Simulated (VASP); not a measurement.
A run of VASP 6.6.1 is set up as follows.

The input INCAR:

```
PREC     = Accurate       # precision mode
ENCUT    = 520            # plane-wave cutoff, eV
EDIFF    = 1E-7           # SCF threshold, eV
ISMEAR   = 1              # smearing method
SIGMA    = 0.1            # smearing width, eV
LREAL    = False          # projectors in reciprocal space
LASPH    = True           # aspherical terms in the spheres
NELM     = 100            # most SCF steps
ALGO     = Normal         # electronic algorithm
ISIF     = 2              # what is computed and relaxed
LWAVE    = False          # write WAVECAR
LCHARG   = True           # write CHGCAR
GGA      = PS             # functional
LELF     = True           # ELF
LVHAR    = True         
NBANDS   = 25             # bands
```

KPOINTS

```
regular mesh
0
Gamma
  5 5 7
```

Contents of POSCAR:

```
Hg
1.0
    5.4666960000      0.0000000000      0.0000000000
   -2.7333480000      4.7342976108      0.0000000000
    0.0000000000      0.0000000000      3.1852180000
Hg
3
Direct
    0.3333333333      0.6666666667      0.5000000000
    0.6666666667      0.3333333333      0.5000000000
    0.0000000000      0.0000000000      0.0000000000
```

Potentials or basis: VASP PAW PBE potentials, release 64 (Hg).

Run with:

```console
$ cat potpaw_PBE.64/Hg/POTCAR > POTCAR
$ mpirun -np 1 vasp_std > vasp.out
```

(1) Predict the band gap on the k mesh.

(2) What does it give for the pressure?

## Answers

(1) zero (band 18 reaches 2.83 eV, above the bottom of band 19 at 0.62 eV).

(2) -2.7 GPa.

Caveat: the PAW data sets were made with another functional, which shifts forces and pressure a little; spin-orbit coupling is left out, which moves the levels of the heavy elements.
